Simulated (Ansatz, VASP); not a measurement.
**NaF2 in VASP and in Ansatz**

```xyz
3
Lattice="3.4489 0.0000 0.0000 -1.7245 2.9869 0.0000 0.0000 0.0000 5.3458" Properties=species:S:1:pos:R:3 pbc="T T T"
Na    0.0000    0.0000    0.0000
F     0.0000    1.9912    1.3365
F     1.7245    0.9956    4.0094
```

Change from the starting cell: ordered vacancies on the cation sites of nickel arsenide (P-3m1, No. 164).

Alike in both runs: task relaxation of cell and atoms; functional PBE; k mesh 6 × 6 × 4; occupations gaussian, width 0.1 eV; collinear spin.

|  | VASP | Ansatz |
| --- | --- | --- |
| version | VASP 6.6.1 | Ansatz 0.2.0 |
| potentials or method | VASP PAW PBE potentials, release 64 (Na_pv, F), cutoff 600 eV | scalar-relativistic, plane waves, PAW |
| valence electrons in the cell | 21 | 23 |

|  | VASP | Ansatz | Ansatz less VASP |
| --- | --- | --- | --- |
| gap on the k mesh at the Fermi level, each at its own relaxed structure (eV) | none | none | - |
| net moment per atom (μB) | 0.33 | 0.33 | 0.000 |
| size of the moment on the site where the two differ most (μB) | 0.45 | 0.49 | +0.043 |
| relaxed volume (Å³/atom) | 14.04 | 14.30 | +0.259 |
| relaxed cell length with the largest relative difference (Å) | 3.669 | 3.730 | +0.0607 |

Site moments also hang on the region over which each program counts them. A gap of «none» marks a metal or a gap that the smearing closes. VASP's potentials hold 21 valence electrons a cell and Ansatz's 23, so a difference there can come from the potentials and not from the codes.

Noted on VASP's run: the volume moved by over 15 % at a fixed basis, so the end points are rough.
